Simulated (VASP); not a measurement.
Runs of VASP 6.6.1 on ZnS. The structure is that of space group F-43m (No. 216), or close to it. The cells are those of the table. 

```csv
cell,gap on the mesh (eV),pressure (GPa),largest force (eV/Å)
"a = 3.811, b = 3.830 Å, angles 59.8, 59.7, 59.8°, 2 atoms",2.69,0.0,0.06
"a = 3.811, b = 3.773 Å, angles 60.3, 60.7, 60.3°, 2 atoms",(a),0.1,0.11
"a = 3.811, b = 3.820 Å, angles 59.9, 59.8, 59.9°, 2 atoms",2.70,0.0,0.03
"a = 3.811, b = 3.868 Å, angles 59.5, 59.0, 59.5°, 2 atoms",2.64,0.2,0.17
"a = 3.811, b = 3.877 Å, angles 59.4, 58.8, 59.4°, 2 atoms",(c),0.2,0.20
"a = 3.811, b = 3.858 Å, angles 59.6, 59.2, 59.6°, 2 atoms",2.66,0.1,0.14
"a = 3.811, b = 3.734 Å, angles 60.7, 61.3, 60.7°, 2 atoms",2.61,0.2,0.23
"a = 3.811, b = 3.839 Å, angles 59.8, 59.5, 59.8°, 2 atoms",(b),0.1,0.08
```

Alike in all rows: task single point; level r2SCAN; potentials or basis VASP PAW PBE potentials, release 64 (Zn, S); no spin polarisation; k mesh 8 × 8 × 8; cutoff (eV) 520; smearing gaussian 0.05 eV.

**Question.** Estimate the missing entries.

**Answer.** (a) 2.67; (b) 2.68; (c) 2.63.

Caveats: the PAW data sets were made with another functional, which shifts forces and pressure a little.

